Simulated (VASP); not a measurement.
# WC (Qusongite) (P1) in VASP: notebook, part 2 of 2

VASP 6.6.1.

### 3 Single point, PBE

File INCAR:

```
  PREC = Accurate
  ENCUT = 520
  EDIFF = 1E-6
  ISMEAR = -1
  SIGMA = 0.1
  LREAL = F
  LASPH = T
  NELM = 80
  ALGO = Normal
  ISIF = 2
  LWAVE = F
  LCHARG = F
  GGA = PE
  NBANDS = 16
```

File KPOINTS:

```
Automatic mesh
0
Gamma
  8 8 7
```

File POSCAR:

```
WC
1.0
    2.8177400000      0.0002800000      0.0398600000
   -1.4086300000      2.5900600000     -0.0575100000
    0.0389000000     -0.0423500000      2.9543600000
W C
1 1
Direct
    0.0075795337      0.0135023154     -0.0013130815
    0.6785300000      0.3358700000      0.4501900000
```

Potentials or basis: VASP PAW PBE potentials, release 64 (W_sv, C).

Started as:

```bash
$ cat potpaw_PBE.64/W_sv/POTCAR potpaw_PBE.64/C/POTCAR > POTCAR
$ mpirun -np 1 vasp_std > vasp.out
```

OUTCAR:

```text
PREC = Accurate
   ENCUT = 520
   EDIFF = 1E-6
   ISMEAR = -1
   LREAL = F
   LASPH = T
   NELM = 80
   ISIF = 2
   GGA = PE

 ion  position               nearest neighbor table
   1  0.008  0.014  0.999-   2 2.05   2 2.14   2 2.24   2 2.31   2 2.33   2 2.35
   2  0.679  0.336  0.450-   1 2.05   1 2.14   1 2.24   1 2.31   1 2.33   1 2.35

  LATTYP: Found a triclinic cell.
 ALAT       =     6.5026606618
 B/A-ratio  =     0.6380289245
 C/A-ratio  =     1.4579289793
 COS(alpha) =     0.0067254154
 COS(beta)  =     0.5965852290
 COS(gamma) =     0.8021071331

  Lattice vectors:

 A1 = (   1.3308300000,  -2.5053600000,  -5.8512100000)
 A2 = (  -1.4480100000,  -2.5479900000,  -2.9367100000)
 A3 = (   6.9667900000,   2.6756000000,  -5.8466500000)

Analysis of symmetry for initial positions (statically):
=====================================================================
 Subroutine PRICEL returns:
 Original cell was already a primitive cell.

 Routine SETGRP: Setting up the symmetry group for a
 triclinic supercell.

 Subroutine GETGRP returns: Found  1 space group operations
 (whereof  1 operations were pure point group operations)
 out of a pool of  2 trial point group operations.

The static configuration has the point symmetry C_1 .

Analysis of symmetry for dynamics (positions and initial velocities):
=====================================================================
 Subroutine PRICEL returns:
 Original cell was already a primitive cell.

 Routine SETGRP: Setting up the symmetry group for a
 triclinic supercell.

 Subroutine GETGRP returns: Found  1 space group operations
 (whereof  1 operations were pure point group operations)
 out of a pool of  2 trial point group operations.

The dynamic configuration has the point symmetry C_1 .

 Subroutine INISYM returns: Found  1 space group operations
 (whereof  1 operations are pure point group operations),
 and found     1 'primitive' translations

----------------------------------------------------------------------------------------

                                     Primitive cell

  volume of cell :      21.5539

  direct lattice vectors                    reciprocal lattice vectors
     2.817740000  0.000280000  0.039860000     0.354902145  0.192974739 -0.001906746
    -1.408630000  2.590060000 -0.057510000    -0.000116698  0.386150917  0.005536912
     0.038900000 -0.042350000  2.954360000    -0.004790584  0.004913269  0.338616293

  length of vectors
     2.818021931  2.948890754  2.954919583     0.403978239  0.386190629  0.338685818

  position of ions in fractional coordinates (direct lattice)
     0.007579534  0.013502315  0.998686918
     0.678530000  0.335870000  0.450190000

  ion indices of the primitive-cell ions
   primitive index   ion index
                 1           1
                 2           2

----------------------------------------------------------------------------------------

 KPOINTS: Automatic mesh

Automatic generation of k-mesh.
 Grid dimensions read from file:
 generate k-points for:    8    8    7

 Generating k-lattice:

  Cartesian coordinates                     Fractional coordinates (reciprocal lattice)
     0.044362768  0.024121842 -0.000238343     0.125000000 -0.000000000  0.000000000
    -0.000014587  0.048268865  0.000692114     0.000000000  0.125000000  0.000000000
    -0.000684369  0.000701896  0.048373756     0.000000000 -0.000000000  0.142857143

  Length of vectors
     0.050497280  0.048273829  0.048383688

  Shift w.r.t. Gamma in fractional coordinates (k-lattice)
     0.000000000  0.000000000  0.000000000

 Subroutine IBZKPT returns following result:
 ===========================================

 Found    226 irreducible k-points:

 Following reciprocal coordinates:
            Coordinates               Weight
  0.000000  0.000000  0.000000      1.000000
  0.125000 -0.000000  0.000000      2.000000
  0.250000 -0.000000  0.000000      2.000000
  0.375000 -0.000000  0.000000      2.000000
  0.500000 -0.000000  0.000000      1.000000
 -0.000000  0.125000  0.000000      2.000000
[... 16 lines left out ...]
  0.125000  0.375000  0.000000      2.000000
  0.250000  0.375000  0.000000      2.000000
 [... further k-points ...]
   k-points           NKPTS =    226   k-points in BZ     NKDIM =    226   number of bands    NBANDS=     16
   number of dos      NEDOS =    301   number of ions     NIONS =      2
   total plane-waves  NPLWV =  13824
   dimension x,y,z NGX =    24 NGY =   24 NGZ =   24
   dimension x,y,z NGXF=    48 NGYF=   48 NGZF=   48
   ions per type =               1   1
   NGX,Y,Z   is equivalent  to a cutoff of  14.16, 13.53, 13.50 a.u.
   NGXF,Y,Z  is equivalent  to a cutoff of  28.32, 27.06, 27.01 a.u.
 SYSTEM =  unknown system
   PREC   = accura    normal or accurate (medium, high low for compatibility)
   ISTART =      0    job   : 0-new  1-cont  2-samecut
   ICHARG =      2    charge: 1-file 2-atom 10-const
   ISPIN  =      1    spin polarized calculation?
   LNONCOLLINEAR =      F non collinear calculations
   LSORBIT =      F    spin-orbit coupling
   LASPH  =      T    aspherical Exc in radial PAW
   ENCUT  =  520.0 eV  38.22 Ry    6.18 a.u.   5.24  5.48  5.49*2*pi/ulx,y,z
   NELM   =     80;   NELMIN=  2; NELMDL= -5     # of ELM steps
   EDIFF  = 0.1E-05   stopping-criterion for ELM
   LREAL  =      F    real-space projection
   EDIFFG = 0.1E-04   stopping-criterion for IOM
   NSW    =      0    number of steps for IOM
   IBRION =     -1    ionic relax: 0-MD 1-quasi-New 2-CG
   NFREE  =      0    steps in history (QN), initial steepest desc. (CG)
   ISIF   =      2    stress and relaxation
   ISYM   =      2    0-nonsym 1-usesym 2-fastsym
   POTIM  = 0.5000    time-step for ionic-motion
   TEBEG  =    0.0;   TEEND  =   0.0 temperature during run
   PSTRESS=    0.0 pullay stress
   NELECT =      18.0000    total number of electrons
   NUPDOWN=      -1.0000    fix difference up-down
   EMIN   =  10.00;   EMAX   =-10.00  energy-range for DOS
   EFERMI =   0.00;   METHOD = LEGACY
   ISMEAR =    -1;   SIGMA  =   0.10  broadening in eV -4-tet -1-fermi 0-gaus
   EFERMI_NEDOS =   21; number of points for ismear=-14 and -15
   IALGO  =     38    algorithm
   IMIX   =      4    mixing-type and parameters
     AMIX     =   0.40;   BMIX     =  1.00
     AMIX_MAG =   1.60;   BMIX_MAG =  1.00
  volume/ion in A,a.u.               =      10.78        72.73
  Fermi-wavevector in a.u.,A,eV,Ry     =   1.541666  2.913326 32.337418  2.376733
  Thomas-Fermi vector in A             =   2.647579
   LORBIT       =      0    0 simple, 1 ext, 2 COOP (PROOUT), +10 PAW based schemes
   GGA     = PE    functional components
   LHFCALC =     F    Hartree Fock is set to
   AEXX    =    0.0000 exact exchange contribution
   IVDW    =     0    specifies the selected vdW correction
   LEPSILON=     F    determine dielectric tensor
   LRPA    =     F    only Hartree local field effects (RPA)
 non-spin polarized calculation
  energy-cutoff  :      520.00
  volume of cell :       21.55
 maximum number of plane-waves:       593
 NGX is ok and might be reduce to    24
   NGX = 11   NGY = 11   NGZ = 11

 number of electron      18.0000002 magnetization

 Free energy of the ion-electron system (eV)
  ---------------------------------------------------
  ext. energy  EPLUGINS =         0.00000000
  ---------------------------------------------------
  free energy    TOTEN  =       -22.14739757 eV

  energy without entropy =      -22.14021466  energy(sigma->0) =      -22.14380612

 E-fermi :  10.6135     XC(G=0): -13.5797

 val. band max:       10.5533855886   @ k =   0.0000   0.0000   0.0000
 cond. band min:      10.6507628098   @ k =   0.0000  -0.0000   0.1429
 fundamental gap:      0.0973772212
 Fermi energy:        10.6135304813

 k-point     1 :       0.0000    0.0000    0.0000
  band No.  band energies     occupation
      1     -63.4964      2.00000
      2     -27.5681      2.00000
      3     -27.4140      2.00000
      4     -27.2830      2.00000
      5      -3.5898      2.00000
      6       6.0936      2.00000
[... 8 lines left out ...]
     15      23.8763      0.00000
     16      26.6123      0.00000
[... 419 lines left out ...]
 k-point    24 :       0.2500    0.3750    0.0000
  band No.  band energies     occupation
      1     -63.4343      2.00000
      2     -27.9924      2.00000
      3     -27.7783      2.00000
      4     -27.4464      2.00000
      5       0.1980      2.00000
      6       4.2349      2.00000
[... 8 lines left out ...]
     15      24.5042      0.00000
     16      27.2817      0.00000

 [... further k-points ...]

------------------------ aborting loop because EDIFF is reached ----------------------------------------

  FORCE on cell =-STRESS in cart. coord.  units (eV):
  Direction    XX          YY          ZZ          XY          YZ          ZX
  --------------------------------------------------------------------------------------
  -------------------------------------------------------------------------------------
  Total        3.2327769     -1.5289512     -2.7102085     -0.3939471      1.5390883     -1.3075669
  in kB      240.3034183   -113.6522016   -201.4591167    -29.2834388    114.4057251    -97.1959446
  external PRESSURE =     -24.9359667 kB  Pullay stress =       0.0000000 kB

 VOLUME and BASIS-vectors are now :
 -----------------------------------------------------------------------------
  energy-cutoff  :      520.00
  volume of cell :       21.55
      direct lattice vectors                 reciprocal lattice vectors
     2.817740000  0.000280000  0.039860000     0.354902145  0.192974739 -0.001906746
    -1.408630000  2.590060000 -0.057510000    -0.000116698  0.386150917  0.005536912
     0.038900000 -0.042350000  2.954360000    -0.004790584  0.004913269  0.338616293

 POSITION                                       TOTAL-FORCE (eV/Angst)
 -----------------------------------------------------------------------------------
      0.04119     -0.00732      2.95001         0.736460     -0.801941     -1.711216
      1.45632      0.85105      1.33775        -0.736460      0.801941      1.711216
 -----------------------------------------------------------------------------------
    total drift:                               -0.000040     -0.000017      0.000664

  FREE ENERGIE OF THE ION-ELECTRON SYSTEM (eV)
  ---------------------------------------------------
  free  energy   TOTEN  =       -22.1473975745 eV

  energy  without entropy=      -22.1402146586  energy(sigma->0) =      -22.14380612
```

OSZICAR:

```text
N       E                     dE             d eps       ncg     rms          rms(c)
DAV:   1     0.112240472506E+03    0.11224E+03   -0.94050E+03  7248   0.125E+03
DAV:   2    -0.219065822065E+02   -0.13415E+03   -0.12948E+03  8592   0.338E+02
DAV:   3    -0.252024204009E+02   -0.32958E+01   -0.32825E+01  8104   0.505E+01
DAV:   4    -0.252205201706E+02   -0.18100E-01   -0.18099E-01  9232   0.419E+00
DAV:   5    -0.252206575754E+02   -0.13740E-03   -0.13741E-03  8176   0.350E-01    0.307E+01
DAV:   6    -0.222697506871E+02    0.29509E+01   -0.60132E+00  8944   0.262E+01    0.784E+00
DAV:   7    -0.221779093712E+02    0.91841E-01   -0.55844E-01  7752   0.572E+00    0.604E+00
DAV:   8    -0.221483374665E+02    0.29572E-01   -0.79340E-02  8408   0.253E+00    0.740E-01
DAV:   9    -0.221474835039E+02    0.85396E-03   -0.28382E-03  7856   0.463E-01    0.138E-01
DAV:  10    -0.221473967748E+02    0.86729E-04   -0.35073E-04  9072   0.212E-01    0.322E-02
DAV:  11    -0.221473978630E+02   -0.10882E-05   -0.13722E-05  8296   0.380E-02    0.126E-02
DAV:  12    -0.221473975745E+02    0.28853E-06   -0.16233E-06  6408   0.133E-02
   1 F= -.22147398E+02 E0= -.22143806E+02  d E =-.718292E-02
```

Wall time 40 s (1 thread of Intel Xeon Platinum 8259CL at 2.50GHz (Skylake/Cascade Lake), shared host); peak memory 0.2 GiB.

Results:

- Free energy: -22.1474 eV
- Pressure: -2.5 GPa
- Largest force: 2.028 eV/Å
- Band gap on the k mesh: zero (band 9 reaches 10.88 eV, above the bottom of band 10 at 10.39 eV)

Forces on the atoms (eV/Å):
```
W    0.736 -0.802 -1.711
C   -0.736  0.802  1.711
```

Stress tensor (GPa, compression positive):
```
 24.03  -2.93  -9.72
 -2.93 -11.37  11.44
 -9.72  11.44 -20.15
```

Caveat: spin-orbit coupling is left out, which moves the levels of the heavy elements; forces of over 1 eV/Å act on the atoms, so gaps and moduli don't describe the material at rest.

### 4 Single point, PBE

File INCAR:

```
SYSTEM = WC
PREC     = Accurate       ! precision mode
ENCUT    = 520            ! plane-wave cutoff, eV
EDIFF    = 1E-6           ! SCF threshold, eV
ISMEAR   = -1             ! smearing method
SIGMA    = 0.1            ! smearing width, eV
LREAL    = .False.        ! projectors in reciprocal space
LASPH    = .True.         ! aspherical terms in the spheres
NELM     = 80             ! most SCF steps
ALGO     = Normal         ! electronic algorithm
ISIF     = 2              ! what is computed and relaxed
LWAVE    = .False.        ! write WAVECAR
LCHARG   = .False.        ! write CHGCAR
GGA      = PE             ! functional
NBANDS   = 16             ! bands
```

File KPOINTS:

```
Automatic mesh
0
Gamma
  8 8 7
  0 0 0
```

POSCAR, as its differences from that of step 3:

```diff
@@ -8,3 +8,3 @@
 Direct
-    0.0075795337      0.0135023154     -0.0013130815
+    0.0075318651      0.0136407382      0.0071523259
     0.6785300000      0.3358700000      0.4501900000
```

Started as:

```bash
$ cat potpaw_PBE.64/W_sv/POTCAR potpaw_PBE.64/C/POTCAR > POTCAR
$ mpirun -np 1 vasp_std > vasp.out
```

Run time: 38 s. Hardware: 1 thread of Intel Xeon Platinum 8259CL at 2.50GHz (Skylake/Cascade Lake), shared host; peak memory 0.2 GiB.

Results (log left out):

```yaml
Free_energy: -22.1004 eV
Pressure: -0.9 GPa
Largest_force: 2.374 eV/Å
Band_gap_on_the_k_mesh: zero (band 9 reaches 10.90 eV, above the bottom of band 10 at 10.41 eV)
```

Forces on the atoms (eV/Å):
```
W    0.795 -0.878 -2.058
C   -0.795  0.878  2.058
```

Stress tensor (GPa, compression positive):
```
 25.69  -3.32  -9.95
 -3.32 -10.44  12.14
 -9.95  12.14 -17.80
```

Levels at points of the mesh, in eV from the Fermi level:
```tsv
k point	band 7	band 8	band 9	band 10	band 11	band 12
(0.00, 0.00, 0.00)	-3.66	-2.66	0.05	2.59	2.90	5.26
(0.50, 0.00, 0.00)	-4.02	-3.24	-0.79	2.15	4.21	5.22
(0.00, 0.50, 0.00)	-4.26	-3.14	-0.42	2.74	4.53	4.91
(0.50, 0.50, 0.00)	-3.93	-3.43	-0.72	2.19	4.11	5.17
```

Caveat: spin-orbit coupling is left out, which moves the levels of the heavy elements; forces of over 1 eV/Å act on the atoms, so gaps and moduli don't describe the material at rest.
